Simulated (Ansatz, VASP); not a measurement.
Two plane-wave programs on AlP

The input INCAR:

```
SYSTEM = AlP
PREC     = Accurate       ! precision mode
ENCUT    = 500            ! plane-wave cutoff, eV
EDIFF    = 1E-6           ! SCF threshold, eV
ISMEAR   = -1             ! smearing method
SIGMA    = 0.01           ! smearing width, eV
LREAL    = .False.        ! projectors in reciprocal space
LASPH    = .True.         ! aspherical terms in the spheres
NELM     = 120            ! most SCF steps
ALGO     = Normal         ! electronic algorithm
ISIF     = 2              ! what is computed and relaxed
LWAVE    = .False.        ! write WAVECAR
LCHARG   = .False.        ! write CHGCAR
GGA      = PE             ! functional
NBANDS   = 11             ! bands
GGA_COMPAT= .False.
```

File KPOINTS:

```
Automatic mesh
0
Gamma
  6 6 6
  0 0 0
```

File POSCAR:

```
AlP
1.0
    0.0000000000      2.7255000000      2.7255000000
    2.7255000000      0.0000000000      2.7255000000
    2.7255000000      2.7255000000      0.0000000000
Al P
1 1
Direct
    0.0000000000      0.0000000000      0.0000000000
    0.2500000000      0.2500000000      0.2500000000
```

Input for Ansatz:

```yaml
crystal:
  lattice:
    - [0.0, 2.7255, 2.7255]
    - [2.7255, 0.0, 2.7255]
    - [2.7255, 2.7255, 0.0]
  atoms:
    - { symbol: Al, position: [0.0, 0.0, 0.0] }
    - { symbol: P, position: [0.25, 0.25, 0.25] }
kpoints:
  mp_grid:
    grid: [6, 6, 6]
hamiltonian:
  xc: pbe
  pseudopotentials:
    kind: paw
scf:
  convergence:
    dr2_threshold: 1.0e-10
  occupations:
    method: fermi_dirac
    width: 0.01
output:
  forces: true
  stress: true
  eigenvalues: true
```

Alike in both runs: task single point; functional PBE; k mesh 6 × 6 × 6; occupations fermi-dirac, width 0.01 eV; no spin polarisation.

|  | VASP | Ansatz |
| --- | --- | --- |
| version | VASP 6.6.1 | Ansatz 0.2.0 |
| potentials or method | VASP PAW PBE potentials, release 64 (Al, P) | plane waves, PAW |
| plane-wave cutoff (eV) | 500 | 420 |
| valence electrons in the cell | 8 | 8 |

```tsv
	VASP	Ansatz	Ansatz less VASP
gap on the k mesh at the Fermi level (eV)	1.57	1.57	+0.002
pressure (GPa)	2.7	2.8	+0.10
```
